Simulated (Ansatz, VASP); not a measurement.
## Two plane-wave programs on C

INCAR

```
ALGO = Normal ; EDIFF = 1E-7
EDIFFG = -0.002 ; ENCUT = 520
GGA = PS ; IBRION = 2
ISIF = 2 ; ISMEAR = 0
LASPH = T ; LCHARG = F
LREAL = F ; LWAVE = F
NELM = 80 ; NSW = 60
PREC = Accurate ; SIGMA = 0.02
```

Contents of KPOINTS:

```
k-points
0
Gamma
  9 9 6
```

File POSCAR:

```
C
1.0
    2.4737402487      0.0000000000      0.0000000000
   -1.2368701244      2.1423218978      0.0000000000
    0.0000000000      0.0000000000      4.1189829197
C
4
Direct
    0.3333333333      0.6666666667     -0.0002008248
    0.6666666667      0.3333333333      0.4997991752
    0.3333333333      0.6666666667      0.3742008248
    0.6666666667      0.3333333333      0.8742008248
```

Input for Ansatz:

```yaml
crystal:
  lattice:
    - [2.4737402487, 0.0, 0.0]
    - [-1.2368701244, 2.1423218978, 0.0]
    - [0.0, 0.0, 4.1189829197]
  atoms:
    - { symbol: C, position: [0.3333333333, 0.6666666667, -0.0002008248] }
    - { symbol: C, position: [0.6666666667, 0.3333333333, 0.4997991752] }
    - { symbol: C, position: [0.3333333333, 0.6666666667, 0.3742008248] }
    - { symbol: C, position: [0.6666666667, 0.3333333333, 0.8742008248] }
basis:
  ecutwfc: 420
kpoints:
  mp_grid: { grid: [9, 9, 6] }
hamiltonian:
  xc: pbesol
  pseudopotentials: { kind: paw, azcp: { folder: soft_1 } }
scf:
  occupations: { method: gaussian, width: 0.02 }
output:
  forces: true
  stress: true
  eigenvalues: true
relax:
  adjacent_minimum: "off"
  f_tol: 0.002
  max_steps: 40
```

Change from the starting cell: strained cell.

Alike in both runs: task relaxation of the atoms; functional PBEsol; k mesh 9 × 9 × 6; occupations gaussian, width 0.02 eV; no spin polarisation.

|  | VASP | Ansatz |
| --- | --- | --- |
| version | VASP 6.6.1 | Ansatz 0.2.0 |
| potentials or method | VASP PAW PBE potentials, release 64 (C), cutoff 520 eV | scalar-relativistic, plane waves, PAW |
| valence electrons in the cell | 16 | 16 |

|  | VASP | Ansatz | Ansatz less VASP |
| --- | --- | --- | --- |
| gap on the k mesh at the Fermi level, each at its own relaxed structure (eV) | 2.91 | 2.93 | +0.023 |

VASP's potentials were made for PBE, not for PBEsol, and Ansatz warns of the same on its side. Ansatz's warnings: stress scf threshold loose.
